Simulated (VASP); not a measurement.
Runs of VASP 6.6.1 on RuS2. The structure is that of space group P6/mmm (No. 191), or close to it. The cells are those of the table. 

| task | cell | k mesh | cutoff (eV) | gap on the mesh (eV) | pressure (GPa) | relaxed volume (Å³/atom) |
| --- | --- | --- | --- | --- | --- | --- |
| single point | a = 4.221, b = 4.221, c = 2.829 Å, angles 90.0, 90.0, 120.0°, 3 atoms | 6 × 6 × 4 | 520 | none | 0.0 | - |
| relaxation of cell and atoms | relaxed from a = 4.190, b = 4.190, c = 2.887 Å, angles 90.0, 90.0, 120.0°, 3 atoms | 12 × 12 × 16 | 600 | none | 0.0 | 14.57 |
| relaxation of cell and atoms | relaxed from a = 3.590, b = 3.590, c = 3.876 Å, angles 90.0, 90.0, 120.0°, 3 atoms | 6 × 6 × 4 | 600 | none | 0.2 | (a) |
| single point | a = 4.208, b = 4.208, c = 2.853 Å, angles 90.0, 90.0, 120.0°, 3 atoms | 12 × 12 × 16 | 520 | none | -0.1 | - |

Alike in all rows: level PBE; potentials or basis VASP PAW PBE potentials, release 64 (Ru_pv, S); no spin polarisation; smearing gaussian 0.1 eV.

Estimate the missing entries.

(a) 14.52.

Caveats: some runs use coarse meshes; a cell axis changed by over 15 % at a fixed basis, so the end point is rough (at least some runs).

A k mesh can miss the band edges, and the runs leave out spin-orbit coupling on Ru.

A gap of «none» marks levels without a gap at the run's occupations.
